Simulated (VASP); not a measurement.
Wanted: the native input for a VASP 6.6.1 run.

- Task: single point
- Functional: PBE
- Dispersion: D3(BJ)
- Potentials or basis: VASP PAW PBE potentials, release 64 (S, W_sv)
- Cutoff: 520 eV
- k mesh: 12 × 12 × 1
- Occupations: gaussian, width 0.05 eV
- Spin: no spin polarisation
- Dipole correction: yes
- Further INCAR settings: ALGO = Normal; EDIFF = 1e-06; NBANDS = 20

The structure of WS2 lies in POSCAR:

```
WS2
1.0
    3.1831225500      0.0000000000      0.0000000000
   -1.5915612800      2.7566650000      0.0000000000
    0.0000000000      0.0000000000     23.1272520219
S W
2 1
Direct
    0.6666666700      0.3333333400      0.4323903242
    0.6666666700      0.3333333400      0.5676096758
    0.3333333300      0.6666666600      0.5001580484
```

These files were run (other wordings do the same):

INCAR

```
SYSTEM = WS2
  PREC = Accurate
  ENCUT = 520
  EDIFF = 1E-6
  ISMEAR = 0
  SIGMA = 0.05
  LREAL = .False.
  LASPH = .True.
  NELM = 100
  ALGO = Normal
  ISIF = 2
  LWAVE = .False.
  LCHARG = .True.
  LDIPOL = .True.
  IDIPOL = 3
  DIPOL = 0.5 0.5 0.500
  GGA = PE
  IVDW = 12
  LELF = .True.
  LVHAR = .True.
  LVACPOTAV = .True.
  NBANDS = 20
```

KPOINTS

```
regular mesh
0
Gamma
  12 12 1
  0 0 0
```

Potentials or basis: VASP PAW PBE potentials, release 64 (S, W_sv).

Command:

```sh
$ cat potpaw_PBE.64/S/POTCAR potpaw_PBE.64/W_sv/POTCAR > POTCAR
$ mpirun -np 1 vasp_std > vasp.out
```

Results of the run:

- Largest force: 0.143 eV/Å
- Band gap on the k mesh: 1.81 eV, direct
- Dispersion energy per atom: -0.306 eV

Caveat: spin-orbit coupling is left out, which moves the levels of the heavy elements.

Wall time 110 s on 1 thread of Intel Xeon 6975P-C, with other jobs on the host, peak memory 0.35 GiB.
